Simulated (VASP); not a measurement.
Runs of VASP 6.6.1 on CdO2. The structure is that of space group P-3m1 (No. 164), or close to it. The cells are those of the table. 

```tsv
task	cell	cutoff (eV)	gap on the mesh (eV)	pressure (GPa)	largest force (eV/Å)
single point	a = 3.350, b = 3.350, c = 3.510 Å, angles 90.0, 90.0, 120.0°, 3 atoms	520	none	(c)	0.17
relaxation of cell and atoms	relaxed from a = 3.476, b = 3.476, c = 4.148 Å, angles 90.0, 90.0, 120.0°, 3 atoms	600	none	0.0	-
single point	a = 3.328, b = 3.328, c = 3.423 Å, angles 90.0, 90.0, 120.0°, 3 atoms	520	none	(b)	0.18
single point	a = 3.366, b = 3.366, c = 3.572 Å, angles 90.0, 90.0, 120.0°, 3 atoms	520	none	4.4	0.16
relaxation of cell and atoms	relaxed to -2 GPa from a = 3.476, b = 3.476, c = 4.148 Å, angles 90.0, 90.0, 120.0°, 3 atoms	600	none	-2.0	-
single point	a = 3.378, b = 3.378, c = 3.620 Å, angles 90.0, 90.0, 120.0°, 3 atoms	520	none	2.3	0.15
single point	a = 3.392, b = 3.392, c = 3.679 Å, angles 90.0, 90.0, 120.0°, 3 atoms	520	none	(a)	0.15
```

Alike in all rows: level r2SCAN; potentials or basis VASP PAW PBE potentials, release 64 (Cd, O); no spin polarisation; k mesh 9 × 9 × 6; smearing fermi-dirac 0.1 eV.

Q: Estimate the missing entries.

A: (a) 0.1; (b) 12.9; (c) 7.6.

Caveats: the PAW data sets were made with another functional, which shifts forces and pressure a little; the cell is relaxed towards a set pressure, so the enthalpy falls and the energy may rise (some runs).

A k mesh can miss the band edges, and the runs leave out spin-orbit coupling on Cd.

A gap of «none» marks levels without a gap at the run's occupations.
